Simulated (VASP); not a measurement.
# Zn (Fm-3m) in VASP: a series of runs, part 2 of 2

VASP 6.6.1. The steps go on from the part before.

## 5. Single point, PBE

The input, INCAR:

```
SYSTEM = Zn
ALGO     = Normal         ! electronic algorithm
EDIFF    = 1E-7           ! SCF threshold, eV
ENCUT    = 520            ! plane-wave cutoff, eV
GGA      = PE             ! functional
ISIF     = 2              ! what is computed and relaxed
ISMEAR   = -1             ! smearing method
LASPH    = .True.         ! aspherical terms in the spheres
LCHARG   = .False.        ! write CHGCAR
LREAL    = .False.        ! projectors in reciprocal space
LWAVE    = .False.        ! write WAVECAR
NBANDS   = 12             ! bands
NELM     = 80             ! most SCF steps
PREC     = Accurate       ! precision mode
SIGMA    = 0.05           ! smearing width, eV
```

The input, KPOINTS:

```
k-points
0
Gamma
  19 19 19
  0 0 0
```

The input, POSCAR:

```
Zn
1.0
    0.0000000000      1.7590054598      1.7590054598
    1.7590054598      0.0000000000      1.7590054598
    1.7590054598      1.7590054598      0.0000000000
Zn
1
Direct
    0.0000000000      0.0000000000      0.0000000000
```

Potentials or basis: VASP PAW PBE potentials, release 64 (Zn).

Started as:

```sh
> cat potpaw_PBE.64/Zn/POTCAR > POTCAR
> mpirun -np 1 vasp_std > vasp.out
```

OUTCAR:

```text
SYSTEM = Zn
   EDIFF = 1E-7
   ENCUT = 520
   GGA = PE
   ISIF = 2
   ISMEAR = -1
   LASPH = .True.
   LREAL = .False.
   NELM = 80
   PREC = Accurate

 ion  position               nearest neighbor table
   1  0.000  0.000  0.000-

  LATTYP: Found a face centered cubic cell.
 ALAT       =     3.5180109196

  Lattice vectors:

 A1 = (   0.0000000000,   1.7590054598,   1.7590054598)
 A2 = (   1.7590054598,   0.0000000000,   1.7590054598)
 A3 = (   1.7590054598,   1.7590054598,   0.0000000000)

Analysis of symmetry for initial positions (statically):
=====================================================================
 Subroutine PRICEL returns:
 Original cell was already a primitive cell.

 Routine SETGRP: Setting up the symmetry group for a
 face centered cubic supercell.

 Subroutine GETGRP returns: Found 48 space group operations
 (whereof 48 operations were pure point group operations)
 out of a pool of 48 trial point group operations.

The static configuration has the point symmetry O_h .

Analysis of symmetry for dynamics (positions and initial velocities):
[... 165 lines left out ...]
      1      -7.4952      2.00000
      2      -2.8916      2.00000
      3      -2.8916      2.00000
      4      -2.8916      2.00000
      5      -2.1930      2.00000
      6      -2.1930      2.00000
      7      27.3715      0.00000
      8      29.1781      0.00000
      9      29.1781      0.00000
     10      29.1781      0.00000
     11      31.6750      0.00000
     12      31.6750      0.00000
[... 331 lines left out ...]
 k-point    24 :      -0.2632    0.0526    0.0000
  band No.  band energies     occupation
      1      -4.9192      2.00000
      2      -2.8462      2.00000
      3      -2.7454      2.00000
      4      -2.7305      2.00000
      5      -2.1294      2.00000
      6      -1.8672      2.00000
      7      13.5975      0.00000
      8      23.3095      0.00000
      9      27.4839      0.00000
     10      27.7585      0.00000
     11      30.5258      0.00000
     12      32.1085      0.00000

 [... further k-points ...]

------------------------ aborting loop because EDIFF is reached ----------------------------------------

  FORCE on cell =-STRESS in cart. coord.  units (eV):
  Direction    XX          YY          ZZ          XY          YZ          ZX
  --------------------------------------------------------------------------------------
  -------------------------------------------------------------------------------------
  Total        3.7434501      3.7434501      3.7434501      0.0000000      0.0000000      0.0000000
  in kB      550.9993306    550.9993306    550.9993306      0.0000000      0.0000000      0.0000000
  external PRESSURE =     550.9993306 kB  Pullay stress =       0.0000000 kB

 VOLUME and BASIS-vectors are now :
 -----------------------------------------------------------------------------
  energy-cutoff  :      520.00
  volume of cell :       10.89
      direct lattice vectors                 reciprocal lattice vectors
     0.000000000  1.759005460  1.759005460    -0.284251534  0.284251534  0.284251534
     1.759005460  0.000000000  1.759005460     0.284251534 -0.284251534  0.284251534
     1.759005460  1.759005460  0.000000000     0.284251534  0.284251534 -0.284251534

 POSITION                                       TOTAL-FORCE (eV/Angst)
 -----------------------------------------------------------------------------------
      0.00000      0.00000      0.00000        -0.000000     -0.000000      0.000000
 -----------------------------------------------------------------------------------
    total drift:                                0.000000     -0.000000      0.000000

  FREE ENERGIE OF THE ION-ELECTRON SYSTEM (eV)
  ---------------------------------------------------
  free  energy   TOTEN  =        -0.5539843618 eV

  energy  without entropy=       -0.5519615731  energy(sigma->0) =       -0.55297297
```

Run time: 32 s. Hardware: 1 thread of Intel Xeon 8259CL, shared host; peak memory 0.14 GiB.

Results:

- Free energy: -0.5540 eV
- Pressure: 55.1 GPa
- Band gap on the k mesh: zero (band 6 reaches 8.10 eV, above the bottom of band 7 at 5.30 eV)

## 6. Single point, PBE

This run uses another cell than the first one, of 15.17 Å³/atom, 1.393 times its volume.

The input, INCAR:

```
SYSTEM = Zn
ALGO = Normal
EDIFF = 1E-6
ENCUT = 520
GGA = PE
ISIF = 2
ISMEAR = -1
LASPH = .True.
LCHARG = .False.
LREAL = .False.
LWAVE = .False.
NBANDS = 12
NELM = 80
PREC = Accurate
SIGMA = 0.05
```

The input, KPOINTS:

```
k-points
0
Gamma
  17 17 17
  0 0 0
```

The input, POSCAR:

```
Zn
1.0
    0.0000000000      1.9648782229      1.9648782229
    1.9648782229      0.0000000000      1.9648782229
    1.9648782229      1.9648782229      0.0000000000
Zn
1
Direct
    0.0000000000      0.0000000000      0.0000000000
```

Potentials or basis: VASP PAW PBE potentials, release 64 (Zn).

Started as:

```sh
> cat potpaw_PBE.64/Zn/POTCAR > POTCAR
> mpirun -np 1 vasp_std > vasp.out
```

OUTCAR:

```text
SYSTEM = Zn
   EDIFF = 1E-6
   ENCUT = 520
   GGA = PE
   ISIF = 2
   ISMEAR = -1
   LASPH = .True.
   LREAL = .False.
   NELM = 80
   PREC = Accurate

 ion  position               nearest neighbor table
   1  0.000  0.000  0.000-

  LATTYP: Found a face centered cubic cell.
 ALAT       =     3.9297564458

  Lattice vectors:

 A1 = (   0.0000000000,   1.9648782229,   1.9648782229)
 A2 = (   1.9648782229,   0.0000000000,   1.9648782229)
 A3 = (   1.9648782229,   1.9648782229,   0.0000000000)

Analysis of symmetry for initial positions (statically):
=====================================================================
 Subroutine PRICEL returns:
 Original cell was already a primitive cell.

 Routine SETGRP: Setting up the symmetry group for a
 face centered cubic supercell.

 Subroutine GETGRP returns: Found 48 space group operations
 (whereof 48 operations were pure point group operations)
 out of a pool of 48 trial point group operations.

The static configuration has the point symmetry O_h .

Analysis of symmetry for dynamics (positions and initial velocities):
=====================================================================
 Subroutine PRICEL returns:
 Original cell was already a primitive cell.

 Routine SETGRP: Setting up the symmetry group for a
 face centered cubic supercell.

 Subroutine GETGRP returns: Found 48 space group operations
 (whereof 48 operations were pure point group operations)
 out of a pool of 48 trial point group operations.

The dynamic configuration has the point symmetry O_h .

 Subroutine INISYM returns: Found 48 space group operations
 (whereof 48 operations are pure point group operations),
 and found     1 'primitive' translations

----------------------------------------------------------------------------------------

                                     Primitive cell

  volume of cell :      15.1718

  direct lattice vectors                    reciprocal lattice vectors
     0.000000000  1.964878223  1.964878223    -0.254468696  0.254468696  0.254468696
     1.964878223  0.000000000  1.964878223     0.254468696 -0.254468696  0.254468696
     1.964878223  1.964878223  0.000000000     0.254468696  0.254468696 -0.254468696

  length of vectors
     2.778757431  2.778757431  2.778757431     0.440752711  0.440752711  0.440752711

  position of ions in fractional coordinates (direct lattice)
     0.000000000  0.000000000  0.000000000

  ion indices of the primitive-cell ions
   primitive index   ion index
                 1           1

----------------------------------------------------------------------------------------

 KPOINTS: k-points

Automatic generation of k-mesh.
 Grid dimensions read from file:
 generate k-points for:   17   17   17

 Generating k-lattice:

  Cartesian coordinates                     Fractional coordinates (reciprocal lattice)
    -0.014968747  0.014968747  0.014968747     0.058823529  0.000000000  0.000000000
     0.014968747 -0.014968747  0.014968747     0.000000000  0.058823529  0.000000000
     0.014968747  0.014968747 -0.014968747     0.000000000  0.000000000  0.058823529

  Length of vectors
     0.025926630  0.025926630  0.025926630

  Shift w.r.t. Gamma in fractional coordinates (k-lattice)
     0.000000000  0.000000000  0.000000000

 Subroutine IBZKPT returns following result:
 ===========================================

 Found    165 irreducible k-points:

 Following reciprocal coordinates:
            Coordinates               Weight
  0.000000  0.000000  0.000000      1.000000
  0.058824  0.000000  0.000000      8.000000
  0.117647  0.000000  0.000000      8.000000
  0.176471  0.000000  0.000000      8.000000
  0.235294  0.000000  0.000000      8.000000
  0.294118  0.000000  0.000000      8.000000
[... 16 lines left out ...]
 -0.176471  0.058824  0.000000     24.000000
 -0.117647  0.058824  0.000000     24.000000
 [... further k-points ...]
   k-points           NKPTS =    165   k-points in BZ     NKDIM =    165   number of bands    NBANDS=     12
   number of dos      NEDOS =    301   number of ions     NIONS =      1
   total plane-waves  NPLWV =  13824
   dimension x,y,z NGX =    24 NGY =   24 NGZ =   24
   dimension x,y,z NGXF=    48 NGYF=   48 NGZF=   48
   ions per type =               1
   NGX,Y,Z   is equivalent  to a cutoff of  14.36, 14.36, 14.36 a.u.
   NGXF,Y,Z  is equivalent  to a cutoff of  28.72, 28.72, 28.72 a.u.
 SYSTEM =  Zn
   PREC   = accura    normal or accurate (medium, high low for compatibility)
   ISTART =      0    job   : 0-new  1-cont  2-samecut
   ICHARG =      2    charge: 1-file 2-atom 10-const
   ISPIN  =      1    spin polarized calculation?
   LNONCOLLINEAR =      F non collinear calculations
   LSORBIT =      F    spin-orbit coupling
   LASPH  =      T    aspherical Exc in radial PAW
   ENCUT  =  520.0 eV  38.22 Ry    6.18 a.u.   5.17  5.17  5.17*2*pi/ulx,y,z
   NELM   =     80;   NELMIN=  2; NELMDL= -5     # of ELM steps
   EDIFF  = 0.1E-05   stopping-criterion for ELM
   LREAL  =      F    real-space projection
   EDIFFG = 0.1E-04   stopping-criterion for IOM
   NSW    =      0    number of steps for IOM
   IBRION =     -1    ionic relax: 0-MD 1-quasi-New 2-CG
   NFREE  =      0    steps in history (QN), initial steepest desc. (CG)
   ISIF   =      2    stress and relaxation
   ISYM   =      2    0-nonsym 1-usesym 2-fastsym
   POTIM  = 0.5000    time-step for ionic-motion
   TEBEG  =    0.0;   TEEND  =   0.0 temperature during run
   PSTRESS=    0.0 pullay stress
   NELECT =      12.0000    total number of electrons
   NUPDOWN=      -1.0000    fix difference up-down
   EMIN   =  10.00;   EMAX   =-10.00  energy-range for DOS
   EFERMI =   0.00;   METHOD = LEGACY
   ISMEAR =    -1;   SIGMA  =   0.05  broadening in eV -4-tet -1-fermi 0-gaus
   EFERMI_NEDOS =   21; number of points for ismear=-14 and -15
   IALGO  =     38    algorithm
   IMIX   =      4    mixing-type and parameters
     AMIX     =   0.40;   BMIX     =  1.00
     AMIX_MAG =   1.60;   BMIX_MAG =  1.00
  volume/ion in A,a.u.               =      15.17       102.38
  Fermi-wavevector in a.u.,A,eV,Ry     =   1.513990  2.861026 31.186799  2.292165
  Thomas-Fermi vector in A             =   2.623707
   LORBIT       =      0    0 simple, 1 ext, 2 COOP (PROOUT), +10 PAW based schemes
   GGA     = PE    functional components
   LHFCALC =     F    Hartree Fock is set to
   AEXX    =    0.0000 exact exchange contribution
   IVDW    =     0    specifies the selected vdW correction
   LEPSILON=     F    determine dielectric tensor
   LRPA    =     F    only Hartree local field effects (RPA)
 non-spin polarized calculation
  energy-cutoff  :      520.00
  volume of cell :       15.17
 maximum number of plane-waves:       424
 NGX is ok and might be reduce to    24
   NGX = 11   NGY = 11   NGZ = 11

 number of electron      12.0000008 magnetization

 Free energy of the ion-electron system (eV)
  ---------------------------------------------------
  ext. energy  EPLUGINS =         0.00000000
  ---------------------------------------------------
  free energy    TOTEN  =        -1.08802950 eV

  energy without entropy =       -1.08531828  energy(sigma->0) =       -1.08667389

 E-fermi :   3.0729     XC(G=0): -11.5757

 val. band max:        3.0665421558   @ k =  -0.3529   0.2941   0.1176
 cond. band min:       3.1307706663   @ k =  -0.4118   0.3529   0.0000
 fundamental gap:      0.0642285106
 Fermi energy:         3.0729467512

 k-point     1 :       0.0000    0.0000    0.0000
  band No.  band energies     occupation
      1      -7.2701      2.00000
      2      -4.5353      2.00000
      3      -4.5353      2.00000
      4      -4.5353      2.00000
      5      -4.1559      2.00000
      6      -4.1559      2.00000
      7      21.3510      0.00000
      8      21.3510      0.00000
      9      21.3510      0.00000
     10      21.9740      0.00000
     11      24.1283      0.00000
     12      24.1283      0.00000
[... 331 lines left out ...]
 k-point    24 :      -0.1176    0.0588    0.0000
  band No.  band energies     occupation
      1      -6.6229      2.00000
      2      -4.5881      2.00000
      3      -4.4718      2.00000
      4      -4.4604      2.00000
      5      -4.1988      2.00000
      6      -4.1307      2.00000
      7      15.7028      0.00000
      8      17.8388      0.00000
      9      21.5016      0.00000
     10      22.2367      0.00000
     11      25.0458      0.00000
     12      25.6994      0.00000

 [... further k-points ...]

------------------------ aborting loop because EDIFF is reached ----------------------------------------

  FORCE on cell =-STRESS in cart. coord.  units (eV):
  Direction    XX          YY          ZZ          XY          YZ          ZX
  --------------------------------------------------------------------------------------
  -------------------------------------------------------------------------------------
  Total        0.0405788      0.0405788      0.0405788      0.0000000      0.0000000     -0.0000000
  in kB        4.2852159      4.2852159      4.2852159      0.0000000      0.0000000     -0.0000000
  external PRESSURE =       4.2852159 kB  Pullay stress =       0.0000000 kB

 VOLUME and BASIS-vectors are now :
 -----------------------------------------------------------------------------
  energy-cutoff  :      520.00
  volume of cell :       15.17
      direct lattice vectors                 reciprocal lattice vectors
     0.000000000  1.964878223  1.964878223    -0.254468696  0.254468696  0.254468696
     1.964878223  0.000000000  1.964878223     0.254468696 -0.254468696  0.254468696
     1.964878223  1.964878223  0.000000000     0.254468696  0.254468696 -0.254468696

 POSITION                                       TOTAL-FORCE (eV/Angst)
 -----------------------------------------------------------------------------------
      0.00000      0.00000      0.00000         0.000000     -0.000000      0.000000
 -----------------------------------------------------------------------------------
    total drift:                               -0.000000      0.000000     -0.000000

  FREE ENERGIE OF THE ION-ELECTRON SYSTEM (eV)
  ---------------------------------------------------
  free  energy   TOTEN  =        -1.0880294991 eV

  energy  without entropy=       -1.0853182810  energy(sigma->0) =       -1.08667389
```

Run time: 27 s. Hardware: 1 thread of Intel Xeon 8259CL, shared host; peak memory 0.15 GiB.

What came out:

```
Free energy            : -1.0880 eV
Pressure               : 0.4 GPa
Band gap on the k mesh : zero (band 6 reaches 4.43 eV, above the bottom of band 7 at 1.82 eV)
```

## 7. Overview

| task | cell | k mesh | cutoff (eV) | gap on the mesh (eV) | pressure (GPa) |
| --- | --- | --- | --- | --- | --- |
| relaxation of cell and atoms | relaxed to 54 GPa from a = 2.488 Å, angles 60.0°, 1 atom | 19 × 19 × 19 | 600 | none | 54.0 |
| relaxation of cell and atoms | relaxed from a = 2.778 Å, angles 60.0°, 1 atom | 17 × 17 × 17 | 600 | none | 0.0 |
| single point | a = 2.488 Å, angles 60.0°, 1 atom | 19 × 19 × 19 | 520 | none | 55.1 |
| single point | a = 2.779 Å, angles 60.0°, 1 atom | 17 × 17 × 17 | 520 | none | 0.4 |

Alike in all rows: level PBE; potentials or basis VASP PAW PBE potentials, release 64 (Zn); no spin polarisation; smearing fermi-dirac 0.05 eV.

Caveats: the cell is relaxed towards a set pressure, so the enthalpy falls and the energy may rise (some runs).

Absolute energies hang on the potentials; compare differences alone.
